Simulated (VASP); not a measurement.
A run of VASP 6.6.1 is set up as follows.

The input INCAR:

```
SYSTEM = Sn
PREC = Accurate
ENCUT = 520
EDIFF = 1E-6
ISMEAR = 0
SIGMA = 0.15
LREAL = .FALSE.
LASPH = .TRUE.
NELM = 60
ALGO = Normal
ISIF = 2
LWAVE = .FALSE.
LCHARG = .FALSE.
GGA = PS
NBANDS = 13
```

KPOINTS

```
Automatic mesh
0
G
  22 22 22
  0 0 0
```

Contents of POSCAR:

```
Sn
1.0
   -1.9192048979      1.9192048979      1.9192048979
    1.9192048979     -1.9192048979      1.9192048979
    1.9192048979      1.9192048979     -1.9192048979
Sn
1
Direct
    0.0000000000      0.0000000000      0.0000000000
```

Potentials or basis: VASP PAW PBE potentials, release 64 (Sn_d).

Run with:

```bash
$ cat potpaw_PBE.64/Sn_d/POTCAR > POTCAR
$ mpirun -np 1 vasp_std > vasp.out
```

Question: Predict the band gap on the k mesh.

Answer: Zero (bands 7 and 8 overlap by 9.88 eV).

Question: Predict the pressure.

Answer: -3.7 GPa.

Caveat: the cell differs from its parent crystal (strain +0.025 along x and y, +0.025 along z); the cell stands under tension; the PAW data sets were made with another functional, which shifts forces and pressure a little; spin-orbit coupling is left out, which moves the levels of the heavy elements.
